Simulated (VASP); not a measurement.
The system is Si.

```xyz
1
Lattice="0.0000 1.6700 1.6700 1.6700 0.0000 1.6700 1.6700 1.6700 0.0000" Properties=species:S:1:pos:R:3 pbc="T T T"
Si    0.0000    0.0000    0.0000
```

Base run:

```yaml
Program: VASP 6.6.1
Functional: PBEsol
Potentials_or_basis: VASP PAW PBE potentials, release 64 (Si)
Cutoff: 520 eV
k_mesh: 17 × 17 × 17
Occupations: gaussian, width 0.15 eV
Spin: no spin polarisation
```

Its results: band gap on the k mesh zero (band 2 reaches 30.84 eV, above the bottom of band 3 at 13.76 eV); pressure 91.4 GPa.

**Question.** The run is repeated on the same cell with these changes: functional from PBEsol to PBE. What comes out?

**Answer.** Band gap on the k mesh zero (band 2 reaches 30.90 eV, above the bottom of band 3 at 13.82 eV); pressure 94.8 GPa.

PBE binds less tightly than PBEsol, so the same cell stands under more pressure.

Caveats: the PAW data sets were made with another functional, which shifts forces and pressure a little (some runs).
